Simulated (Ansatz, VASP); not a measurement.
LiH: VASP beside Ansatz

```
Li H
1.0
     1.96880    1.96880    0.00000
    -1.96880    1.96880    0.00000
     0.00000    1.96880    1.96880
Li H
1 1
Direct
  0.00000 0.00000 0.00000
  0.50000 0.50000 0.00000
```

Alike in both runs: task single point; functional r2SCAN; k mesh 10 × 10 × 10; no spin polarisation.

```csv
,VASP,Ansatz
version,VASP 6.6.1,Ansatz 0.2.0
potentials or method,"VASP PAW PBE potentials, release 64 (Li_sv, H)","PAW with Ansatz's default frozen-core files, scalar-relativistic"
plane-wave cutoff (eV),520,500
occupations,"gaussian, width 0.01 eV",fixed
valence electrons in the cell,4,4
```

VASP gave:

| Property | Result |
| --- | --- |
| gap on the k mesh at the Fermi level (eV) | 3.55 |

**Question.** What did Ansatz give for the same quantities?

**Answer.** gap on the k mesh at the Fermi level (eV): 3.60.

VASP's potentials were made for PBE, not for r2SCAN.

Noted on VASP's run: the cutoff is short for stress, so the pressure is rough.
